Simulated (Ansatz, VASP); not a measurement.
**Two plane-wave programs on AgBr**

```
CELL_PARAMETERS angstrom
0.00000 2.48624 2.48624
2.48624 0.00000 2.48624
2.48624 2.48624 0.00000
ATOMIC_POSITIONS crystal
Ag 0.00000 0.00000 0.00000
Br 0.50000 0.50000 0.50000
```

Change from the starting cell: volume scaled by 0.65, PAW files.

Alike in both runs: task electric field gradients; functional PBE; k mesh 9 × 9 × 9; occupations fermi-dirac, width 0.03 eV; no spin polarisation.

```csv
,VASP,Ansatz
version,VASP 6.6.1,Ansatz 0.2.0
potentials or method,"VASP PAW PBE potentials, release 64 (Ag, Br)","PAW with Ansatz's default frozen-core files, scalar-relativistic"
plane-wave cutoff (eV),400,420
valence electrons in the cell,18,26
```

```tsv
	VASP	Ansatz	Ansatz less VASP
pressure (GPa)	67.3	67.6	+0.31
```

Both programs put the cell under a high pressure, so it lies far from rest at this level. VASP's potentials hold 18 valence electrons a cell and Ansatz's 26, so a difference there can come from the potentials and not from the codes.

Noted on VASP's run: the cell as given lies far from equilibrium.
